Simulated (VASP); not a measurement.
LiCl:

```
CELL_PARAMETERS angstrom
0.00000 2.55604 2.55604
2.55604 0.00000 2.55604
2.55604 2.55604 0.00000
ATOMIC_POSITIONS crystal
Li 0.00000 0.00000 0.00000
Cl 0.50000 0.50000 0.50000
```

Base run:

| Quantity | Value |
| --- | --- |
| Program | VASP 6.6.1 |
| Functional | PBE |
| Potentials or basis | VASP PAW PBE potentials, release 64 (Li_sv, Cl) |
| Cutoff | 520 eV |
| k mesh | 6 × 6 × 6 |
| Occupations | gaussian, width 0.01 eV |
| Spin | no spin polarisation |

Its results: band gap on the k mesh 6.40 eV.

**Question.** The run is repeated on the same cell with these changes: functional from PBE to PBE-based screened hybrid with 35 % exact exchange; k mesh from 6 × 6 × 6 to 4 × 4 × 4. What comes out?

**Answer.** Band gap on the k mesh 8.02 eV.

Several settings changed at once.

Caveats: some runs use coarse meshes.

A k mesh can miss the band edges.
